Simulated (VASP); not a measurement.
# PtPbI6 (R-3) in VASP: settings compared

Aim: see how the results for PtPbI6 move with the level of theory and the settings. Levels: PBEsol, r2SCAN+rVV10. Tasks: single point.

Everything below comes from runs of VASP 6.6.1. Logs are shortened: lines on timing, memory, paths and dates and some standing lists are left out, and cuts for length are marked.

## (1) The cell of the first run

The structure is trigonal, space group R-3 (No. 148). Conventional cell: a = 7.026 Å, b = 7.026 Å, c = 20.186 Å, α = 90.00°, β = 90.00°, γ = 120.00°. Pt (site symmetry -3) has 6 I at 2.68 Å within 3.5 Å. Pb (site symmetry -3) has 6 I at 3.23 Å within 4.3 Å. Within 3.5 Å of I (site symmetry 1) lie 1 Pt at 2.68 Å and 1 Pb at 3.23 Å.

## (2) Single point, PBEsol

File INCAR:

```
SYSTEM = PtPbI6
ALGO = Normal
EDIFF = 1E-6
ENCUT = 520
GGA = PS
ISIF = 2
ISMEAR = -1
LASPH = .True.
LCHARG = .False.
LREAL = .False.
LWAVE = .False.
NBANDS = 43
NELM = 60
PREC = Accurate
SIGMA = 0.03
```

File KPOINTS:

```
k-points
0
Gamma
  4 4 4
  0 0 0
```

File POSCAR:

```
PtPbI6
1.0
    3.5129842694      2.0282224104      6.7288325972
   -3.5129842694      2.0282224104      6.7288325972
    0.0000000000     -4.0564448304      6.7288325943
Pt Pb I
1 1 6
Direct
    0.0000000000      0.0000000000      0.0000000000
    0.5000000000      0.5000000000      0.5000000000
    0.7882259750      0.4085359663      0.0306292243
    0.4085359663      0.0306292243      0.7882259750
    0.9693707757      0.2117740250      0.5914640337
    0.5914640337      0.9693707757      0.2117740250
    0.2117740250      0.5914640337      0.9693707757
    0.0306292243      0.7882259750      0.4085359663
```

Potentials or basis: VASP PAW PBE potentials, release 64 (Pt, Pb_d, I).

Launch:

```sh
$ cat potpaw_PBE.64/Pt/POTCAR potpaw_PBE.64/Pb_d/POTCAR potpaw_PBE.64/I/POTCAR > POTCAR
$ mpirun -np 1 vasp_std > vasp.out
```

OUTCAR:

```text
SYSTEM = PtPbI6
   EDIFF = 1E-6
   ENCUT = 520
   GGA = PS
   ISIF = 2
   ISMEAR = -1
   LASPH = .True.
   LREAL = .False.
   NELM = 60
   PREC = Accurate

 ion  position               nearest neighbor table
   1  0.000  0.000  0.000-   3 2.68   7 2.68   5 2.68   8 2.68   4 2.68   6 2.68
   2  0.500  0.500  0.500-   5 3.23   8 3.23   7 3.23   3 3.23   4 3.23   6 3.23
   3  0.788  0.409  0.031-   1 2.68   2 3.23
   4  0.409  0.031  0.788-   1 2.68   2 3.23
   5  0.969  0.212  0.591-   1 2.68   2 3.23
   6  0.591  0.969  0.212-   1 2.68   2 3.23
   7  0.212  0.591  0.969-   1 2.68   2 3.23
   8  0.031  0.788  0.409-   1 2.68   2 3.23

  LATTYP: Found a trigonal (rhomboedric) cell.
 ALAT       =     7.8569671467
 COS(alpha) =     0.6001726196

  Lattice vectors:

 A1 = (   3.5129842694,   2.0282224104,   6.7288325972)
 A2 = (  -3.5129842694,   2.0282224104,   6.7288325972)
 A3 = (   0.0000000000,  -4.0564448304,   6.7288325943)

Analysis of symmetry for initial positions (statically):
=====================================================================
 Subroutine PRICEL returns:
 Original cell was already a primitive cell.

 Routine SETGRP: Setting up the symmetry group for a
 trigonal (rhombohedral) supercell.

 Subroutine GETGRP returns: Found  6 space group operations
 (whereof  6 operations were pure point group operations)
 out of a pool of 12 trial point group operations.

The static configuration has the point symmetry S_6 .

Analysis of symmetry for dynamics (positions and initial velocities):
=====================================================================
 Subroutine PRICEL returns:
 Original cell was already a primitive cell.

 Routine SETGRP: Setting up the symmetry group for a
 trigonal (rhombohedral) supercell.

 Subroutine GETGRP returns: Found  6 space group operations
 (whereof  6 operations were pure point group operations)
 out of a pool of 12 trial point group operations.

The dynamic configuration has the point symmetry S_6 .

 Subroutine INISYM returns: Found  6 space group operations
 (whereof  6 operations are pure point group operations),
 and found     1 'primitive' translations

----------------------------------------------------------------------------------------

                                     Primitive cell

  volume of cell :     287.6622

  direct lattice vectors                    reciprocal lattice vectors
     3.512984269  2.028222410  6.728832597     0.142329131  0.082173762  0.049538063
    -3.512984269  2.028222410  6.728832597    -0.142329131  0.082173762  0.049538063
     0.000000000 -4.056444830  6.728832594     0.000000000 -0.164347525  0.049538063

  length of vectors
     7.856967147  7.856967147  7.856967147     0.171651183  0.171651183  0.171651183

  position of ions in fractional coordinates (direct lattice)
     0.000000000  0.000000000  0.000000000
     0.500000000  0.500000000  0.500000000
     0.788225975  0.408535966  0.030629224
     0.408535966  0.030629224  0.788225975
     0.969370776  0.211774025  0.591464034
     0.591464034  0.969370776  0.211774025
     0.211774025  0.591464034  0.969370776
     0.030629224  0.788225975  0.408535966

  ion indices of the primitive-cell ions
   primitive index   ion index
                 1           1
                 2           2
                 3           3
                 4           4
                 5           5
                 6           6
                 7           7
                 8           8

----------------------------------------------------------------------------------------

 KPOINTS: k-points

Automatic generation of k-mesh.
 Grid dimensions read from file:
 generate k-points for:    4    4    4

 Generating k-lattice:

  Cartesian coordinates                     Fractional coordinates (reciprocal lattice)
     0.035582283  0.020543441  0.012384516     0.250000000  0.000000000 -0.000000000
    -0.035582283  0.020543441  0.012384516     0.000000000  0.250000000 -0.000000000
     0.000000000 -0.041086881  0.012384516     0.000000000  0.000000000  0.250000000

  Length of vectors
     0.042912796  0.042912796  0.042912796

  Shift w.r.t. Gamma in fractional coordinates (k-lattice)
     0.000000000  0.000000000  0.000000000

 Subroutine IBZKPT returns following result:
 ===========================================

 Found     14 irreducible k-points:

 Following reciprocal coordinates:
            Coordinates               Weight
  0.000000  0.000000  0.000000      1.000000
  0.250000  0.000000 -0.000000      6.000000
  0.500000  0.000000 -0.000000      3.000000
  0.250000  0.250000 -0.000000      6.000000
  0.500000  0.250000  0.000000      6.000000
  0.500000  0.000000 -0.250000      6.000000
 -0.250000  0.250000  0.000000      6.000000
  0.500000  0.500000 -0.000000      3.000000
  0.250000  0.250000  0.250000      2.000000
  0.500000  0.250000  0.250000      6.000000
 -0.250000  0.250000  0.250000      6.000000
  0.500000  0.500000  0.250000      6.000000
 -0.250000  0.500000  0.250000      6.000000
  0.500000  0.500000  0.500000      1.000000
   k-points           NKPTS =     14   k-points in BZ     NKDIM =     14   number of bands    NBANDS=     43
   number of dos      NEDOS =    301   number of ions     NIONS =      8
   total plane-waves  NPLWV = 216000
   dimension x,y,z NGX =    60 NGY =   60 NGZ =   60
   dimension x,y,z NGXF=   120 NGYF=  120 NGZF=  120
   ions per type =               1   1   6
   NGX,Y,Z   is equivalent  to a cutoff of  12.70, 12.70, 12.70 a.u.
   NGXF,Y,Z  is equivalent  to a cutoff of  25.39, 25.39, 25.39 a.u.
 SYSTEM =  PtPbI6
   PREC   = accura    normal or accurate (medium, high low for compatibility)
   ISTART =      0    job   : 0-new  1-cont  2-samecut
   ICHARG =      2    charge: 1-file 2-atom 10-const
   ISPIN  =      1    spin polarized calculation?
   LNONCOLLINEAR =      F non collinear calculations
   LSORBIT =      F    spin-orbit coupling
   LASPH  =      T    aspherical Exc in radial PAW
   ENCUT  =  520.0 eV  38.22 Ry    6.18 a.u.  14.61 14.61 14.61*2*pi/ulx,y,z
   NELM   =     60;   NELMIN=  2; NELMDL= -5     # of ELM steps
   EDIFF  = 0.1E-05   stopping-criterion for ELM
   LREAL  =      F    real-space projection
   EDIFFG = 0.1E-04   stopping-criterion for IOM
   NSW    =      0    number of steps for IOM
   IBRION =     -1    ionic relax: 0-MD 1-quasi-New 2-CG
   NFREE  =      0    steps in history (QN), initial steepest desc. (CG)
   ISIF   =      2    stress and relaxation
   ISYM   =      2    0-nonsym 1-usesym 2-fastsym
   POTIM  = 0.5000    time-step for ionic-motion
   TEBEG  =    0.0;   TEEND  =   0.0 temperature during run
   PSTRESS=    0.0 pullay stress
   NELECT =      66.0000    total number of electrons
   NUPDOWN=      -1.0000    fix difference up-down
   EMIN   =  10.00;   EMAX   =-10.00  energy-range for DOS
   EFERMI =   0.00;   METHOD = LEGACY
   ISMEAR =    -1;   SIGMA  =   0.03  broadening in eV -4-tet -1-fermi 0-gaus
   EFERMI_NEDOS =   21; number of points for ismear=-14 and -15
   IALGO  =     38    algorithm
   IMIX   =      4    mixing-type and parameters
     AMIX     =   0.40;   BMIX     =  1.00
     AMIX_MAG =   1.60;   BMIX_MAG =  1.00
  volume/ion in A,a.u.               =      35.96       242.66
  Fermi-wavevector in a.u.,A,eV,Ry     =   1.002217  1.893916 13.666229  1.004439
  Thomas-Fermi vector in A             =   2.134690
   LORBIT       =      0    0 simple, 1 ext, 2 COOP (PROOUT), +10 PAW based schemes
   GGA     = PS    functional components
   LHFCALC =     F    Hartree Fock is set to
   AEXX    =    0.0000 exact exchange contribution
   IVDW    =     0    specifies the selected vdW correction
   LEPSILON=     F    determine dielectric tensor
   LRPA    =     F    only Hartree local field effects (RPA)
 non-spin polarized calculation
  energy-cutoff  :      520.00
  volume of cell :      287.66
 maximum number of plane-waves:      7761
 NGX is ok and might be reduce to    60
   NGX = 29   NGY = 29   NGZ = 29

 number of electron      65.9999997 magnetization

 Free energy of the ion-electron system (eV)
  ---------------------------------------------------
  ext. energy  EPLUGINS =         0.00000000
  ---------------------------------------------------
  free energy    TOTEN  =       -23.44672311 eV

  energy without entropy =      -23.44665620  energy(sigma->0) =      -23.44668965

 E-fermi :   3.9295     XC(G=0):  -8.9143

 val. band max:        3.6674800833   @ k =   0.5000   0.0000  -0.2500
 cond. band min:       4.1285829016   @ k =   0.5000   0.0000  -0.0000
 fundamental gap:      0.4611028183
 Fermi energy:         3.9294553808

 k-point     1 :       0.0000    0.0000    0.0000
  band No.  band energies     occupation
      1     -12.7651      2.00000
      2     -12.7651      2.00000
      3     -12.7258      2.00000
      4     -12.7258      2.00000
      5     -12.7140      2.00000
      6      -9.3456      2.00000
[... 35 lines left out ...]
     42      10.7220      0.00000
     43      10.7229      0.00000

 k-point     2 :       0.2500    0.0000   -0.0000
  band No.  band energies     occupation
      1     -12.7652      2.00000
      2     -12.7651      2.00000
      3     -12.7258      2.00000
      4     -12.7258      2.00000
      5     -12.7139      2.00000
      6      -9.2083      2.00000
[... 35 lines left out ...]
     42      10.1671      0.00000
     43      10.6490      0.00000

 k-point     3 :       0.5000    0.0000   -0.0000
  band No.  band energies     occupation
      1     -12.7653      2.00000
      2     -12.7650      2.00000
      3     -12.7259      2.00000
      4     -12.7258      2.00000
      5     -12.7139      2.00000
      6      -8.9772      2.00000
[... 459 lines left out ...]
      6      -8.8748      2.00000
[... 35 lines left out ...]
     42       9.9301      0.00000
     43      10.3169      0.00000

 k-point    14 :       0.5000    0.5000    0.5000
  band No.  band energies     occupation
      1     -12.7650      2.00000
      2     -12.7650      2.00000
      3     -12.7258      2.00000
      4     -12.7258      2.00000
      5     -12.7140      2.00000
      6      -9.1166      2.00000
[... 35 lines left out ...]
     42      10.2791      0.00000
     43      11.0305      0.00000

------------------------ aborting loop because EDIFF is reached ----------------------------------------

  FORCE on cell =-STRESS in cart. coord.  units (eV):
  Direction    XX          YY          ZZ          XY          YZ          ZX
  --------------------------------------------------------------------------------------
  -------------------------------------------------------------------------------------
  Total       -0.0975090     -0.0975090     -0.0420139      0.0000011     -0.0000000     -0.0000000
  in kB       -0.5430911     -0.5430911     -0.2340028      0.0000064     -0.0000000     -0.0000000
  external PRESSURE =      -0.4400617 kB  Pullay stress =       0.0000000 kB

 VOLUME and BASIS-vectors are now :
 -----------------------------------------------------------------------------
  energy-cutoff  :      520.00
  volume of cell :      287.66
      direct lattice vectors                 reciprocal lattice vectors
     3.512984269  2.028222410  6.728832597     0.142329131  0.082173762  0.049538063
    -3.512984269  2.028222410  6.728832597    -0.142329131  0.082173762  0.049538063
     0.000000000 -4.056444830  6.728832594     0.000000000 -0.164347525  0.049538063

 POSITION                                       TOTAL-FORCE (eV/Angst)
 -----------------------------------------------------------------------------------
      0.00000      0.00000      0.00000        -0.000000     -0.000000     -0.000000
      0.00000     -0.00000     10.09325        -0.000000     -0.000000     -0.000000
      1.33385      2.30305      8.25891         0.009709     -0.000253     -0.007449
      1.32758     -2.30667      8.25891        -0.005073     -0.008281     -0.007449
      2.66143     -0.00362     11.92759         0.004635     -0.008534      0.007449
     -1.32758      2.30667     11.92759         0.005073      0.008281      0.007449
     -1.33385     -2.30305     11.92759        -0.009709      0.000253      0.007449
     -2.66143      0.00362      8.25891        -0.004635      0.008534     -0.007449
 -----------------------------------------------------------------------------------
    total drift:                               -0.000000      0.000000     -0.000000

  FREE ENERGIE OF THE ION-ELECTRON SYSTEM (eV)
  ---------------------------------------------------
  free  energy   TOTEN  =       -23.4467231096 eV

  energy  without entropy=      -23.4466561957  energy(sigma->0) =      -23.44668965
```

Run time: 3.9 min. Hardware: 1 thread of Intel Xeon Platinum 8488C (Sapphire Rapids), shared host; peak memory 0.57 GiB.

Results:

| Quantity | Value |
| --- | --- |
| Free energy | -23.4467 eV |
| Pressure | 0.0 GPa |
| Largest force | 0.012 eV/Å |
| Band gap on the k mesh | 0.46 eV (least direct gap 0.48 eV) |

Forces on the atoms (eV/Å):
```
Pt   0.000  0.000  0.000
Pb   0.000  0.000  0.000
I    0.010  0.000 -0.007
I   -0.005 -0.008 -0.007
I    0.005 -0.009  0.007
I    0.005  0.008  0.007
I   -0.010  0.000  0.007
I   -0.005  0.009 -0.007
```

Levels at points of the mesh, in eV from the valence-band top:
| k point | band 31 | band 32 | band 33 | band 34 | band 35 | band 36 |
| --- | --- | --- | --- | --- | --- | --- |
| (0.00, 0.00, 0.00) | -0.13 | -0.07 | -0.07 | 1.30 | 1.30 | 3.01 |
| (0.50, 0.00, 0.00) | -0.50 | -0.18 | -0.02 | 0.46 | 1.13 | 2.69 |
| (0.50, 0.50, 0.00) | -0.37 | -0.24 | -0.05 | 1.07 | 1.46 | 2.91 |
| (0.50, 0.50, 0.50) | -0.55 | -0.14 | -0.14 | 1.11 | 1.11 | 2.80 |

Caveat: the PAW data sets were made with another functional, which shifts forces and pressure a little; spin-orbit coupling is left out, which moves the levels of the heavy elements. A k mesh can miss the band edges.

## (3) Single point, r2SCAN+rVV10

This run uses another cell than the first one, of 36.94 Å³/atom.

File POSCAR:

```
PtPbI6
1.0
    3.5524753734      2.0510226099      6.7595808619
   -3.5524753734      2.0510226099      6.7595808619
    0.0000000000     -4.1020452295      6.7595808589
Pt Pb I
1 1 6
Direct
    0.0000000000      0.0000000000      0.0000000000
    0.5000000000      0.5000000000      0.5000000000
    0.7877419331      0.4046343983      0.0359284526
    0.4046343983      0.0359284526      0.7877419331
    0.9640715474      0.2122580669      0.5953656017
    0.5953656017      0.9640715474      0.2122580669
    0.2122580669      0.5953656017      0.9640715474
    0.0359284526      0.7877419331      0.4046343983
```

File INCAR.step1:

```
PREC = Accurate
ENCUT = 520
ISMEAR = -1
SIGMA = 0.03
LREAL = False
LASPH = True
NELM = 100
NBANDS = 43
GGA = PE
ALGO = Normal
EDIFF = 1E-4
LWAVE = True
LCHARG = False
```

File INCAR.step2:

```
PREC = Accurate
ENCUT = 520
EDIFF = 1E-6
ISMEAR = -1
SIGMA = 0.03
LREAL = False
LASPH = True
NELM = 100
ALGO = Normal
ISIF = 2
LWAVE = False
LCHARG = False
METAGGA = R2SCAN
LMIXTAU = True
LUSE_VDW = True
IVDW_NL = 2
BPARAM = 11.95
CPARAM = 0.0093
NBANDS = 43
ISTART = 1
```

File KPOINTS:

```
Automatic mesh
0
Gamma
  4 4 4
```

Potentials or basis: VASP PAW PBE potentials, release 64 (Pt, Pb_d, I).

Launch:

```sh
$ cat potpaw_PBE.64/Pt/POTCAR potpaw_PBE.64/Pb_d/POTCAR potpaw_PBE.64/I/POTCAR > POTCAR
$ cp INCAR.step1 INCAR
$ mpirun -np 1 vasp_std > vasp.out
$ cp INCAR.step2 INCAR
$ mpirun -np 1 vasp_std > vasp.out
```

It took 15 min on 1 thread of Intel Xeon Platinum 8488C (Sapphire Rapids), shared host; peak memory 1.4 GiB.

Results (log left out):

```yaml
Free_energy: -255.8085 eV
Pressure: 0.1 GPa
Largest_force: 0.011 eV/Å
Band_gap_on_the_k_mesh: 0.66 eV (least direct gap 0.70 eV)
```

Forces in eV/Å, atoms in the order of the input:
```
Pt   0.000  0.000  0.000
Pb   0.000  0.000  0.000
I   -0.005  0.010 -0.001
I    0.011 -0.001 -0.001
I    0.006  0.009  0.001
I   -0.011  0.001  0.001
I    0.005 -0.010  0.001
I   -0.006 -0.009 -0.001
```

Stress tensor (GPa, compression positive):
```
0.17 0.00 0.00
0.00 0.17 0.00
0.00 0.00 0.10
```

Levels at points of the mesh, in eV from the valence-band top:
| k point | band 30 | band 31 | band 32 | band 33 | band 34 | band 35 | band 36 | band 37 |
| --- | --- | --- | --- | --- | --- | --- | --- | --- |
| (0.00, 0.00, 0.00) | -0.34 | -0.11 | -0.09 | -0.09 | 1.43 | 1.43 | 3.45 | 3.45 |
| (0.50, 0.00, 0.00) | -0.74 | -0.45 | -0.19 | -0.04 | 0.66 | 1.26 | 3.06 | 3.95 |
| (0.50, 0.50, 0.00) | -0.43 | -0.35 | -0.23 | -0.04 | 1.23 | 1.61 | 3.35 | 3.77 |
| (0.50, 0.50, 0.50) | -0.50 | -0.50 | -0.17 | -0.17 | 1.20 | 1.20 | 3.23 | 4.28 |

Caveat: the PAW data sets were made with another functional, which shifts forces and pressure a little; spin-orbit coupling is left out, which moves the levels of the heavy elements. A k mesh can miss the band edges.
